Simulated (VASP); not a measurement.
Write the native input for VASP 6.6.1 that does the following.

| Item | Value |
| --- | --- |
| Task | single point |
| Functional | PBE |
| Potentials or basis | VASP PAW PBE potentials, release 64 (B, N) |
| Cutoff | 520 eV |
| k mesh | 13 × 13 × 13 |
| Occupations | fermi-dirac, width 0.03 eV |
| Spin | no spin polarisation |
| Dipole correction | no |
| Further INCAR settings | ALGO = Normal; EDIFF = 1e-06; NBANDS = 11 |

The structure of BN lies in POSCAR:

```
BN
1.0
    0.0000000000      1.8429501765      1.8429501765
    1.8429501765      0.0000000000      1.8429501765
    1.8429501765      1.8429501765      0.0000000000
B N
1 1
Direct
    0.0000000000      0.0000000000      0.0000000000
    0.7500000000      0.7500000000      0.7500000000
```

This cell differs from its parent crystal: volume scaled by 1.06.

One way to write it, as run:

INCAR

```
SYSTEM = BN
PREC = Accurate
ENCUT = 520
EDIFF = 1E-6
ISMEAR = -1
SIGMA = 0.03
LREAL = .FALSE.
LASPH = .TRUE.
NELM = 100
ALGO = Normal
ISIF = 2
LWAVE = .FALSE.
LCHARG = .FALSE.
GGA = PE
NBANDS = 11
```

KPOINTS

```
regular mesh
0
G
  13 13 13
  0 0 0
```

Potentials or basis: VASP PAW PBE potentials, release 64 (B, N).

Command:

```sh
$ cat potpaw_PBE.64/B/POTCAR potpaw_PBE.64/N/POTCAR > POTCAR
$ mpirun -np 1 vasp_std > vasp.out
```

Results of the run:

```
Pressure               : -16.9 GPa
Band gap on the k mesh : 4.46 eV, indirect (least direct gap 8.54 eV)
```

It took 7.3 s on 1 thread of Intel(R) Xeon(R) Platinum 8488C (Sapphire Rapids) (shared host), peak memory 0.12 GiB.
